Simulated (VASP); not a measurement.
## B17SN17 (a cell with a defect): single point with PBE

System: B17SN17 (a cell with a defect).

```
B N S
1.0
     7.46503    0.00000    0.00000
    -3.73252    6.46491    0.00000
     0.00000    0.00000    6.49548
B N S
17 17 1
Direct
  0.09516 0.20640 0.25022
  0.22376 0.12220 0.78171
  0.09303 0.53766 0.25680
  0.23692 0.46366 0.73787
  0.09299 0.87272 0.26155
  0.23667 0.79299 0.75497
  0.43034 0.20962 0.28248
  0.58086 0.12175 0.75996
  0.42978 0.53794 0.27874
  0.42884 0.87284 0.26557
  0.56097 0.77957 0.70882
  0.76270 0.20809 0.26084
  0.90067 0.11938 0.71601
  0.76789 0.54482 0.35496
  0.90719 0.46413 0.69206
  0.76253 0.87194 0.24980
  0.90616 0.78772 0.68069
  0.11907 0.23379 0.74662
  0.20572 0.09581 0.26580
  0.11995 0.57049 0.76055
  0.20640 0.42860 0.25114
  0.12246 0.90253 0.75143
  0.20558 0.76202 0.26452
  0.53952 0.09479 0.28010
  0.44547 0.56739 0.69455
  0.53763 0.42806 0.30531
  0.45957 0.90172 0.74572
  0.53918 0.76189 0.25689
  0.79567 0.23552 0.70654
  0.87238 0.09597 0.23585
  0.82807 0.58341 0.59652
  0.87260 0.42767 0.27025
  0.79009 0.89637 0.69544
  0.87242 0.76327 0.26011
  0.48880 0.28007 0.85943
```

```json
{
  "Program": "VASP 6.6.1",
  "Task": "single point",
  "Functional": "PBE",
  "Potentials or basis": "VASP PAW PBE potentials, release 64 (B, N, S)",
  "Cutoff": "520 eV",
  "k mesh": "1 × 1 × 1, shifted",
  "Occupations": "gaussian, width 0.01 eV",
  "Spin": "no spin polarisation",
  "Dipole correction": "no",
  "Charge": "-2",
  "Further INCAR settings": "LREAL = Auto; ALGO = Normal; EDIFF = 1e-07; NBANDS = 94; NELECT = 144.0"
}
```

```yaml
Largest_force: 0.249 eV/Å
```

Forces in eV/Å, atoms in the order of the input:
```
B   -0.142  0.074  0.004
B    0.091  0.015 -0.023
B   -0.213  0.123  0.016
B    0.217 -0.083 -0.022
B   -0.136  0.101 -0.041
B    0.088 -0.091  0.066
B   -0.166  0.093 -0.021
B   -0.055 -0.114 -0.020
B   -0.139  0.073 -0.050
B   -0.168  0.107  0.025
B    0.116 -0.199 -0.094
B   -0.188  0.094  0.050
B    0.174 -0.131  0.062
B   -0.129  0.054  0.016
B    0.136 -0.036  0.008
B   -0.153  0.104 -0.024
B    0.031  0.032  0.003
N   -0.127  0.015 -0.061
N    0.151 -0.068 -0.064
N   -0.185  0.125 -0.055
N    0.207 -0.101  0.058
N   -0.039  0.015  0.033
N    0.168 -0.094 -0.016
N    0.143 -0.106 -0.039
N   -0.109  0.148  0.127
N    0.166 -0.104  0.022
N   -0.086  0.181  0.067
N    0.161 -0.085  0.020
N   -0.126  0.161 -0.041
N    0.168 -0.118  0.030
N   -0.017 -0.042  0.001
N    0.142 -0.056 -0.090
N   -0.034  0.116  0.081
N    0.124 -0.095  0.037
S   -0.071 -0.108 -0.066
```

Levels at points of the mesh, in eV from the Fermi level:
```
           k point  band 68  band 69  band 70  band 71  band 72  band 73  band 74  band 75  band 76  band 77
(0.25, 0.25, 0.25)    -2.14    -1.93    -1.59    -1.13    -0.17     2.36     2.66     2.99     3.23     3.37
```

Run time: 3.5 min on 1 thread of Intel(R) Xeon(R) Platinum 8488C (Sapphire Rapids) (shared host), peak memory 0.45 GiB.

Caveat: the cell carries a net charge on a neutralising background, which shifts energy and pressure; the cell is charged against a uniform background, so pressure and absolute levels hang on convention.
